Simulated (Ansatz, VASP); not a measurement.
# Two plane-wave programs on Sn

```
CELL_PARAMETERS angstrom
0.00000 3.27016 3.27016
3.27016 0.00000 3.27016
3.27016 3.27016 0.00000
ATOMIC_POSITIONS crystal
Sn 0.00000 0.00000 0.00000
Sn 0.25000 0.25000 0.25000
```

Alike in both runs: functional PBEsol; k mesh 14 × 14 × 14; occupations gaussian, width 0.1 eV; no spin polarisation.

Ansatz relaxed the structure, and its values are those at the end. VASP's run is a single point on that final structure, the one shown.

|  | VASP | Ansatz |
| --- | --- | --- |
| version | VASP 6.6.1 | Ansatz 0.2.0 |
| potentials or method | VASP PAW PBE potentials, release 64 (Sn_d), cutoff 520 eV | scalar-relativistic, plane waves, PAW |
| valence electrons in the cell | 28 | 28 |

Ansatz gave:

```
gap on the k mesh at the Fermi level (eV) : none
pressure (GPa)                            : 0.0
```

Question: Which values does VASP return?

Answer: gap on the k mesh at the Fermi level (eV): none; pressure (GPa): -0.1.

VASP's potentials were made for PBE, not for PBEsol. A gap of «none» marks a metal or a gap that the smearing closes.
